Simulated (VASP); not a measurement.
# CsCl (Pm-3m) in VASP: notebook

CsCl is run at these levels: r2SCAN; tasks: single point.

Program: VASP 6.6.1. These are calculated values, not measurements. Logs are shortened: lines on timing, memory, paths and dates and some standing lists are left out, and cuts for length are marked.

## 1. The cell of the first run

Symmetry: Pm-3m, No. 221, cubic system. The conventional cell has a = 4.140 Å, b = 4.140 Å, c = 4.140 Å, α = 90.00°, β = 90.00°, γ = 90.00°. Within 4.7 Å of Cs (site symmetry m-3m) lie 8 Cl at 3.59 Å and 6 Cs at 4.14 Å. Within 4.7 Å of Cl (site symmetry m-3m) lie 8 Cs at 3.59 Å and 6 Cl at 4.14 Å.

## 2. Single point, r2SCAN

POSCAR

```
CsCl
1.0
    4.1401762580      0.0000000000      0.0000000000
    0.0000000000      4.1401762580      0.0000000000
    0.0000000000      0.0000000000      4.1401762580
Cs Cl
1 1
Direct
    0.0000000000      0.0000000000      0.0000000000
    0.5000000000      0.5000000000      0.5000000000
```

INCAR.step1

```
SYSTEM = CsCl
PREC = Accurate
ENCUT = 550
ISMEAR = 0
SIGMA = 0.02
LREAL = .FALSE.
LASPH = .TRUE.
NELM = 120
NBANDS = 15
GGA = PE
ALGO = Normal
EDIFF = 1E-5
LWAVE = .TRUE.
LCHARG = .FALSE.
GGA_COMPAT = .FALSE.
```

INCAR.step2

```
SYSTEM = CsCl
PREC = Accurate
ENCUT = 550
EDIFF = 1E-6
ISMEAR = 0
SIGMA = 0.02
LREAL = .FALSE.
LASPH = .TRUE.
NELM = 120
ALGO = Normal
ISIF = 2
LWAVE = .FALSE.
LCHARG = .FALSE.
METAGGA = R2SCAN
LMIXTAU = .TRUE.
NBANDS = 15
ISTART = 1
GGA_COMPAT = .FALSE.
```

KPOINTS

```
regular mesh
0
G
  6 6 6
  0 0 0
```

Potentials or basis: VASP PAW PBE potentials, release 64 (Cs_sv, Cl).

On the command line:

```sh
$ cat potpaw_PBE.64/Cs_sv/POTCAR potpaw_PBE.64/Cl/POTCAR > POTCAR
$ cp INCAR.step1 INCAR
$ mpirun -np 1 vasp_std > vasp.out
$ cp INCAR.step2 INCAR
$ mpirun -np 1 vasp_std > vasp.out
```

OUTCAR:

```text
SYSTEM = CsCl
   PREC = Accurate
   ENCUT = 550
   EDIFF = 1E-6
   ISMEAR = 0
   LREAL = .FALSE.
   LASPH = .TRUE.
   NELM = 120
   ISIF = 2
   METAGGA = R2SCAN
   ISTART = 1

 ion  position               nearest neighbor table
   1  0.000  0.000  0.000-
   2  0.500  0.500  0.500-

  LATTYP: Found a simple cubic cell.
 ALAT       =     4.1401762580

  Lattice vectors:

 A1 = (   4.1401762580,   0.0000000000,   0.0000000000)
 A2 = (   0.0000000000,   4.1401762580,   0.0000000000)
 A3 = (   0.0000000000,   0.0000000000,   4.1401762580)

Analysis of symmetry for initial positions (statically):
=====================================================================
 Subroutine PRICEL returns:
 Original cell was already a primitive cell.

 Routine SETGRP: Setting up the symmetry group for a
 simple cubic supercell.

 Subroutine GETGRP returns: Found 48 space group operations
 (whereof 48 operations were pure point group operations)
 out of a pool of 48 trial point group operations.

The static configuration has the point symmetry O_h .

Analysis of symmetry for dynamics (positions and initial velocities):
=====================================================================
 Subroutine PRICEL returns:
 Original cell was already a primitive cell.

 Routine SETGRP: Setting up the symmetry group for a
 simple cubic supercell.

 Subroutine GETGRP returns: Found 48 space group operations
 (whereof 48 operations were pure point group operations)
 out of a pool of 48 trial point group operations.

The dynamic configuration has the point symmetry O_h .

 Subroutine INISYM returns: Found 48 space group operations
 (whereof 48 operations are pure point group operations),
 and found     1 'primitive' translations

----------------------------------------------------------------------------------------

                                     Primitive cell

  volume of cell :      70.9670

  direct lattice vectors                    reciprocal lattice vectors
     4.140176258  0.000000000  0.000000000     0.241535610  0.000000000  0.000000000
     0.000000000  4.140176258  0.000000000     0.000000000  0.241535610  0.000000000
     0.000000000  0.000000000  4.140176258     0.000000000  0.000000000  0.241535610

  length of vectors
     4.140176258  4.140176258  4.140176258     0.241535610  0.241535610  0.241535610

  position of ions in fractional coordinates (direct lattice)
     0.000000000  0.000000000  0.000000000
     0.500000000  0.500000000  0.500000000

  ion indices of the primitive-cell ions
   primitive index   ion index
                 1           1
                 2           2

----------------------------------------------------------------------------------------

 KPOINTS: regular mesh

Automatic generation of k-mesh.
 Grid dimensions read from file:
 generate k-points for:    6    6    6

 Generating k-lattice:

  Cartesian coordinates                     Fractional coordinates (reciprocal lattice)
     0.040255935  0.000000000  0.000000000     0.166666667  0.000000000  0.000000000
     0.000000000  0.040255935  0.000000000     0.000000000  0.166666667  0.000000000
     0.000000000  0.000000000  0.040255935     0.000000000  0.000000000  0.166666667

  Length of vectors
     0.040255935  0.040255935  0.040255935

  Shift w.r.t. Gamma in fractional coordinates (k-lattice)
     0.000000000  0.000000000  0.000000000

 Subroutine IBZKPT returns following result:
 ===========================================

 Found     20 irreducible k-points:

 Following reciprocal coordinates:
            Coordinates               Weight
  0.000000  0.000000  0.000000      1.000000
  0.166667  0.000000  0.000000      6.000000
  0.333333  0.000000  0.000000      6.000000
  0.500000  0.000000  0.000000      3.000000
  0.166667  0.166667  0.000000     12.000000
  0.333333  0.166667  0.000000     24.000000
[... 12 lines left out ...]
  0.500000  0.500000  0.333333      6.000000
  0.500000  0.500000  0.500000      1.000000
   k-points           NKPTS =     20   k-points in BZ     NKDIM =     20   number of bands    NBANDS=     15
   number of dos      NEDOS =    301   number of ions     NIONS =      2
   total plane-waves  NPLWV =  32768
   dimension x,y,z NGX =    32 NGY =   32 NGZ =   32
   dimension x,y,z NGXF=    64 NGYF=   64 NGZF=   64
   ions per type =               1   1
   NGX,Y,Z   is equivalent  to a cutoff of  12.85, 12.85, 12.85 a.u.
   NGXF,Y,Z  is equivalent  to a cutoff of  25.70, 25.70, 25.70 a.u.
 SYSTEM =  CsCl
   PREC   = accura    normal or accurate (medium, high low for compatibility)
   ISTART =      1    job   : 0-new  1-cont  2-samecut
   ICHARG =      0    charge: 1-file 2-atom 10-const
   ISPIN  =      1    spin polarized calculation?
   LNONCOLLINEAR =      F non collinear calculations
   LSORBIT =      F    spin-orbit coupling
   LASPH  =      T    aspherical Exc in radial PAW
   ENCUT  =  550.0 eV  40.42 Ry    6.36 a.u.   7.92  7.92  7.92*2*pi/ulx,y,z
   NELM   =    120;   NELMIN=  2; NELMDL=  0     # of ELM steps
   EDIFF  = 0.1E-05   stopping-criterion for ELM
   LREAL  =      F    real-space projection
   EDIFFG = 0.1E-04   stopping-criterion for IOM
   NSW    =      0    number of steps for IOM
   IBRION =     -1    ionic relax: 0-MD 1-quasi-New 2-CG
   NFREE  =      0    steps in history (QN), initial steepest desc. (CG)
   ISIF   =      2    stress and relaxation
   ISYM   =      2    0-nonsym 1-usesym 2-fastsym
   POTIM  = 0.5000    time-step for ionic-motion
   TEBEG  =    0.0;   TEEND  =   0.0 temperature during run
   PSTRESS=    0.0 pullay stress
   NELECT =      16.0000    total number of electrons
   NUPDOWN=      -1.0000    fix difference up-down
   EMIN   =  10.00;   EMAX   =-10.00  energy-range for DOS
   EFERMI =   0.00;   METHOD = LEGACY
   ISMEAR =     0;   SIGMA  =   0.02  broadening in eV -4-tet -1-fermi 0-gaus
   EFERMI_NEDOS =   21; number of points for ismear=-14 and -15
   IALGO  =     38    algorithm
   IMIX   =      4    mixing-type and parameters
     AMIX     =   0.40;   BMIX     =  1.00
     AMIX_MAG =   1.60;   BMIX_MAG =  1.00
  volume/ion in A,a.u.               =      35.48       239.45
  Fermi-wavevector in a.u.,A,eV,Ry     =   0.996390  1.882904 13.507767  0.992793
  Thomas-Fermi vector in A             =   2.128475
   LORBIT       =      0    0 simple, 1 ext, 2 COOP (PROOUT), +10 PAW based schemes
   METAGGA = R2SCAN    functional components
   LHFCALC =     F    Hartree Fock is set to
   AEXX    =    0.0000 exact exchange contribution
   IVDW    =     0    specifies the selected vdW correction
   LEPSILON=     F    determine dielectric tensor
   LRPA    =     F    only Hartree local field effects (RPA)
 non-spin polarized calculation
 Gauss-broadening in eV      SIGMA  =   0.02
  energy-cutoff  :      550.00
  volume of cell :       70.97
 maximum number of plane-waves:      2103
 NGX is ok and might be reduce to    32
   NGX = 15   NGY = 15   NGZ = 15

 number of electron      16.0000001 magnetization

 Free energy of the ion-electron system (eV)
  ---------------------------------------------------
  ext. energy  EPLUGINS =         0.00000000
  ---------------------------------------------------
  free energy    TOTEN  =       -35.52516648 eV

  energy without entropy =      -35.52516648  energy(sigma->0) =      -35.52516648

 E-fermi :  -0.6676     XC(G=0):  -8.6125

 val. band max:       -0.7537591531   @ k =   0.0000   0.0000   0.0000
 cond. band min:       5.1556500504   @ k =   0.0000   0.0000   0.0000
 fundamental gap:      5.9094092035
 Fermi energy:        -0.6675564017

 k-point     1 :       0.0000    0.0000    0.0000
  band No.  band energies     occupation
      1     -20.6574      2.00000
      2     -13.4652      2.00000
      3      -6.7749      2.00000
      4      -6.7749      2.00000
      5      -6.7749      2.00000
      6      -0.7538      2.00000
      7      -0.7538      2.00000
      8      -0.7538      2.00000
      9       5.1557      0.00000
     10       5.1557      0.00000
     11       5.2423      0.00000
     12       9.9483      0.00000
     13       9.9483      0.00000
     14       9.9483      0.00000
     15      13.0863      0.00000

 k-point     2 :       0.1667    0.0000    0.0000
  band No.  band energies     occupation
      1     -20.6369      2.00000
      2     -13.4747      2.00000
      3      -6.9186      2.00000
      4      -6.7414      2.00000
      5      -6.7414      2.00000
      6      -1.0816      2.00000
      7      -0.8080      2.00000
      8      -0.8080      2.00000
      9       5.3433      0.00000
     10       5.7417      0.00000
     11       5.9311      0.00000
     12       9.7302      0.00000
     13       9.7302      0.00000
     14      10.1058      0.00000
     15      11.6612      0.00000

 k-point     3 :       0.3333    0.0000    0.0000
  band No.  band energies     occupation
      1     -20.5954      2.00000
      2     -13.4965      2.00000
      3      -7.1770      2.00000
      4      -6.6725      2.00000
      5      -6.6725      2.00000
      6      -1.6361      2.00000
      7      -0.9208      2.00000
      8      -0.9208      2.00000
      9       5.8303      0.00000
     10       6.8673      0.00000
     11       7.6585      0.00000
     12       9.4663      0.00000
     13       9.4663      0.00000
     14       9.9291      0.00000
     15      10.4949      0.00000
[... 271 lines left out ...]
 k-point    19 :       0.5000    0.5000    0.3333
  band No.  band energies     occupation
      1     -20.4548      2.00000
      2     -13.3232      2.00000
      3      -7.3596      2.00000
      4      -7.3596      2.00000
      5      -7.1254      2.00000
      6      -1.6639      2.00000
      7      -1.6639      2.00000
      8      -1.6028      2.00000
      9       7.7083      0.00000
     10       8.1762      0.00000
     11       8.1762      0.00000
     12       8.6314      0.00000
     13      10.9140      0.00000
     14      10.9140      0.00000
     15      12.2076      0.00000

 k-point    20 :       0.5000    0.5000    0.5000
  band No.  band energies     occupation
      1     -20.4381      2.00000
      2     -13.3031      2.00000
      3      -7.2980      2.00000
      4      -7.2980      2.00000
      5      -7.2980      2.00000
      6      -1.8231      2.00000
      7      -1.8231      2.00000
      8      -1.8231      2.00000
      9       8.3723      0.00000
     10       8.3723      0.00000
     11       8.3723      0.00000
     12      10.4886      0.00000
     13      10.4886      0.00000
     14      10.4886      0.00000
     15      12.2642      0.00000

------------------------ aborting loop because EDIFF is reached ----------------------------------------

  FORCE on cell =-STRESS in cart. coord.  units (eV):
  Direction    XX          YY          ZZ          XY          YZ          ZX
  --------------------------------------------------------------------------------------
  -------------------------------------------------------------------------------------
  Total        0.0179715      0.0179715      0.0179715     -0.0000000     -0.0000000      0.0000000
  in kB        0.4057303      0.4057303      0.4057303     -0.0000000     -0.0000000      0.0000000
  external PRESSURE =       0.4057303 kB  Pullay stress =       0.0000000 kB

 VOLUME and BASIS-vectors are now :
 -----------------------------------------------------------------------------
  energy-cutoff  :      550.00
  volume of cell :       70.97
      direct lattice vectors                 reciprocal lattice vectors
     4.140176258  0.000000000  0.000000000     0.241535610  0.000000000  0.000000000
     0.000000000  4.140176258  0.000000000     0.000000000  0.241535610  0.000000000
     0.000000000  0.000000000  4.140176258     0.000000000  0.000000000  0.241535610

 POSITION                                       TOTAL-FORCE (eV/Angst)
 -----------------------------------------------------------------------------------
      0.00000      0.00000      0.00000         0.000000      0.000000      0.000000
      2.07009      2.07009      2.07009         0.000000      0.000000      0.000000
 -----------------------------------------------------------------------------------
    total drift:                                0.000000      0.000000     -0.000000

  FREE ENERGIE OF THE ION-ELECTRON SYSTEM (eV)
  ---------------------------------------------------
  free  energy   TOTEN  =       -35.5251664805 eV

  energy  without entropy=      -35.5251664805  energy(sigma->0) =      -35.52516648
```

Run time: 87 s. Hardware: 1 thread of Intel Xeon 8259CL, shared host; peak memory 0.19 GiB.

What came out:

```
Free energy            : -35.5252 eV
Pressure               : 0.0 GPa
Band gap on the k mesh : 5.91 eV
```

Caveat: the PAW data sets were made with another functional, which shifts forces and pressure a little; spin-orbit coupling is left out, which moves the levels of the heavy elements. r2SCAN opens gaps a little over a GGA but as a rule still falls short of measured ones.

## 3. Single point, r2SCAN

POSCAR is that of step 2.

INCAR.step1

```
ALGO = Normal ; EDIFF = 1E-5
ENCUT = 550 ; GGA = PE
GGA_COMPAT = F ; ISMEAR = 0
LASPH = T ; LCHARG = F
LREAL = F ; LWAVE = T
NBANDS = 15 ; NELM = 120
PREC = Accurate ; SIGMA = 0.02
```

INCAR.step2

```
ALGO = Normal ; EDIFF = 1E-6
ENCUT = 550 ; GGA_COMPAT = F
ISIF = 2 ; ISMEAR = 0
ISTART = 1 ; LASPH = T
LCHARG = F ; LMIXTAU = T
LREAL = F ; LWAVE = F
METAGGA = R2SCAN ; NBANDS = 15
NELM = 120 ; PREC = Accurate
SIGMA = 0.02
```

KPOINTS

```
k-points
0
Gamma
  6 6 6
```

Potentials or basis: VASP PAW PBE potentials, release 64 (Cs_sv, Cl).

On the command line:

```sh
$ cat potpaw_PBE.64/Cs_sv/POTCAR potpaw_PBE.64/Cl/POTCAR > POTCAR
$ cp INCAR.step1 INCAR
$ mpirun -np 1 vasp_std > vasp.out
$ cp INCAR.step2 INCAR
$ mpirun -np 1 vasp_std > vasp.out
```

OUTCAR:

```text
EDIFF = 1E-6
   ENCUT = 550
   ISIF = 2
   ISMEAR = 0
   ISTART = 1
   LASPH = T
   LREAL = F
   METAGGA = R2SCAN
   NELM = 120
   PREC = Accurate

 ion  position               nearest neighbor table
   1  0.000  0.000  0.000-
   2  0.500  0.500  0.500-

  LATTYP: Found a simple cubic cell.
 ALAT       =     4.1401762580

  Lattice vectors:

 A1 = (   4.1401762580,   0.0000000000,   0.0000000000)
[... 537 lines left out ...]
     14      10.4886      0.00000
     15      12.2642      0.00000

------------------------ aborting loop because EDIFF is reached ----------------------------------------

  FORCE on cell =-STRESS in cart. coord.  units (eV):
  Direction    XX          YY          ZZ          XY          YZ          ZX
  --------------------------------------------------------------------------------------
  -------------------------------------------------------------------------------------
  Total        0.0179715      0.0179715      0.0179715     -0.0000000     -0.0000000      0.0000000
  in kB        0.4057303      0.4057303      0.4057303     -0.0000000     -0.0000000      0.0000000
  external PRESSURE =       0.4057303 kB  Pullay stress =       0.0000000 kB

 VOLUME and BASIS-vectors are now :
 -----------------------------------------------------------------------------
  energy-cutoff  :      550.00
  volume of cell :       70.97
      direct lattice vectors                 reciprocal lattice vectors
     4.140176258  0.000000000  0.000000000     0.241535610  0.000000000  0.000000000
     0.000000000  4.140176258  0.000000000     0.000000000  0.241535610  0.000000000
     0.000000000  0.000000000  4.140176258     0.000000000  0.000000000  0.241535610

 POSITION                                       TOTAL-FORCE (eV/Angst)
 -----------------------------------------------------------------------------------
      0.00000      0.00000      0.00000         0.000000      0.000000      0.000000
      2.07009      2.07009      2.07009         0.000000      0.000000      0.000000
 -----------------------------------------------------------------------------------
    total drift:                                0.000000      0.000000     -0.000000

  FREE ENERGIE OF THE ION-ELECTRON SYSTEM (eV)
  ---------------------------------------------------
  free  energy   TOTEN  =       -35.5251664805 eV

  energy  without entropy=      -35.5251664805  energy(sigma->0) =      -35.52516648
```

OSZICAR.step1:

```text
N       E                     dE             d eps       ncg     rms          rms(c)
DAV:   1     0.927278502698E+02    0.92728E+02   -0.71305E+03   600   0.970E+02
DAV:   2     0.253670202021E+00   -0.92474E+02   -0.84757E+02   840   0.163E+02
DAV:   3    -0.688753757207E+01   -0.71412E+01   -0.71197E+01   831   0.489E+01
DAV:   4    -0.695071921669E+01   -0.63182E-01   -0.63178E-01   712   0.567E+00
DAV:   5    -0.695144299399E+01   -0.72378E-03   -0.72377E-03   838   0.623E-01    0.233E+00
DAV:   6    -0.657631114253E+01    0.37513E+00   -0.42536E-01   754   0.368E+00    0.167E+00
DAV:   7    -0.653141732722E+01    0.44894E-01   -0.14668E-01   768   0.204E+00    0.111E+00
DAV:   8    -0.653241694350E+01   -0.99962E-03   -0.18297E-02   747   0.850E-01    0.216E-01
DAV:   9    -0.653205886690E+01    0.35808E-03   -0.24818E-03   761   0.268E-01    0.103E-01
DAV:  10    -0.653228520378E+01   -0.22634E-03   -0.34449E-04   663   0.132E-01    0.130E-02
DAV:  11    -0.653229433818E+01   -0.91344E-05   -0.19905E-05   744   0.305E-02
   1 F= -.65322943E+01 E0= -.65322943E+01  d E =-.289055E-33
```

Wall time 75 s (1 thread of Intel Xeon 8259CL, shared host); peak memory 0.19 GiB.

What came out:

```
Free energy            : -35.5252 eV
Pressure               : 0.0 GPa
Band gap on the k mesh : 5.91 eV
```

Levels at points of the mesh, in eV from the valence-band top:
```csv
k point,band 6,band 7,band 8,band 9,band 10,band 11
"(0.00, 0.00, 0.00)",0.00,0.00,0.00,5.91,5.91,6.00
"(0.50, 0.00, 0.00)",-1.13,-0.23,-0.23,6.94,8.25,9.57
"(0.50, 0.50, 0.00)",-0.43,-0.43,-0.05,6.55,6.64,8.62
"(0.50, 0.50, 0.50)",-1.07,-1.07,-1.07,9.13,9.13,9.13
```

Caveat: the PAW data sets were made with another functional, which shifts forces and pressure a little; spin-orbit coupling is left out, which moves the levels of the heavy elements.

## 4. Single point, r2SCAN (36.55 Å³/atom)

This run uses another cell than the first one, of 36.55 Å³/atom.

POSCAR

```
CsCl
1.0
    4.1811707682      0.0000000000      0.0000000000
    0.0000000000      4.1811707682      0.0000000000
    0.0000000000      0.0000000000      4.1811707682
Cs Cl
1 1
Direct
    0.0000000000      0.0000000000      0.0000000000
    0.5000000000      0.5000000000      0.5000000000
```

INCAR.step1

```
SYSTEM = CsCl
ALGO = Normal
EDIFF = 1E-5
ENCUT = 550
GGA = PE
GGA_COMPAT = .FALSE.
ISMEAR = 0
LASPH = .TRUE.
LCHARG = .FALSE.
LREAL = .FALSE.
LWAVE = .TRUE.
NBANDS = 15
NELM = 120
PREC = Accurate
SIGMA = 0.02
```

INCAR.step2

```
SYSTEM = CsCl
ALGO = Normal
EDIFF = 1E-6
ENCUT = 550
GGA_COMPAT = .FALSE.
ISIF = 2
ISMEAR = 0
ISTART = 1
LASPH = .TRUE.
LCHARG = .FALSE.
LMIXTAU = .TRUE.
LREAL = .FALSE.
LWAVE = .FALSE.
METAGGA = R2SCAN
NBANDS = 15
NELM = 120
PREC = Accurate
SIGMA = 0.02
```

KPOINTS

```
k-points
0
G
  6 6 6
  0 0 0
```

On the command line:

```sh
$ cat potpaw_PBE.64/Cs_sv/POTCAR potpaw_PBE.64/Cl/POTCAR > POTCAR
$ cp INCAR.step1 INCAR
$ mpirun -np 1 vasp_std > vasp.out
$ cp INCAR.step2 INCAR
$ mpirun -np 1 vasp_std > vasp.out
```

It took 81 s on 1 thread of Intel Xeon 8259CL, shared host; peak memory 0.19 GiB.

The run converged. Its results:

```yaml
Free_energy: -35.5226 eV
Pressure: -0.5 GPa
Band_gap_on_the_k_mesh: 5.85 eV
```

Levels at points of the mesh, in eV from the valence-band top:
```tsv
k point	band 6	band 7	band 8	band 9	band 10	band 11
(0.00, 0.00, 0.00)	0.00	0.00	0.00	5.85	5.93	5.93
(0.50, 0.00, 0.00)	-1.07	-0.20	-0.20	6.92	8.10	9.37
(0.50, 0.50, 0.00)	-0.42	-0.42	-0.04	6.52	6.61	8.58
(0.50, 0.50, 0.50)	-1.00	-1.00	-1.00	8.99	8.99	8.99
```

Caveat: the PAW data sets were made with another functional, which shifts forces and pressure a little; spin-orbit coupling is left out, which moves the levels of the heavy elements. r2SCAN opens gaps a little over a GGA but as a rule still falls short of measured ones.
